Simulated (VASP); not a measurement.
## O: electric field gradients with PBE

O:

```
O
1.0
     0.00000    2.12151    3.36700
     1.48814    0.00000    3.36700
     1.48814    2.12151    0.00000
O
2
Direct
  0.08710 0.08710 0.91290
  0.91290 0.91290 0.08710
```

```yaml
Program: VASP 6.6.1
Task: electric field gradients
Functional: PBE
Potentials_or_basis: VASP PAW PBE potentials, release 64 (O)
Cutoff: 520 eV
k_mesh: 12 × 12 × 12
Occupations: fermi-dirac, width 0.01 eV
Spin: no spin polarisation
Dipole_correction: no
Further_INCAR_settings: ALGO = Normal; EDIFF = 1e-08; NBANDS = 13
```

| Property | Result |
| --- | --- |
| Pressure | 14.8 GPa |
| Largest force | 4.909 eV/Å |
| Band gap on the k mesh | zero (bands 6 and 7 overlap by 1.70 eV) |
| Largest electric field gradient by atom | O +115.8 V/Å² |

Forces in eV/Å, atoms in the order of the input:
```
O    0.000  0.000  4.909
O    0.000  0.000 -4.909
```

Stress tensor (GPa, compression positive):
```
-1.79  0.00  0.00
 0.00 -6.50  0.00
 0.00  0.00 52.80
```

Levels at points of the mesh, in eV from the Fermi level:
| k point | band 3 | band 4 | band 5 | band 6 | band 7 | band 8 | band 9 | band 10 |
| --- | --- | --- | --- | --- | --- | --- | --- | --- |
| (0.00, 0.00, 0.00) | -9.49 | -6.50 | -6.19 | 0.57 | 1.12 | 9.32 | 11.95 | 15.38 |
| (0.50, 0.00, 0.00) | -9.30 | -7.71 | -6.55 | -1.32 | 0.88 | 10.52 | 13.92 | 15.31 |
| (0.50, 0.50, 0.00) | -7.16 | -6.71 | -6.22 | 1.09 | 1.19 | 8.30 | 9.22 | 14.72 |
| (0.50, 0.00, 0.50) | -9.44 | -7.90 | -7.57 | -0.76 | -0.45 | 11.97 | 12.01 | 13.89 |
| (0.00, 0.50, 0.50) | -9.05 | -7.86 | -6.66 | -1.97 | 0.33 | 10.63 | 11.43 | 16.43 |

Electric field gradients, principal values (V/Å²):
```
atom    least   middle  greatest (by size)
 1 O  -52.224  -63.575             115.799
 2 O  -52.224  -63.575             115.799
```

Wall time 48 s on 1 thread of Intel(R) Xeon(R) Platinum 8488C (Sapphire Rapids), on a shared host, peak memory 0.18 GiB.

Caveat: the standard files for N, O and F lose accuracy on very short bonds; spin is off for a triplet molecule; the cell stands under pressure; this functional lacks dispersion, which holds the molecules together, so the pressure and a relaxed volume are unreliable; without QUAD_EFG the Cq values of the log hold for a quadrupole moment of 1 mb, not for the nuclei; forces of over 1 eV/Å act on the atoms, so gaps and moduli don't describe the material at rest.
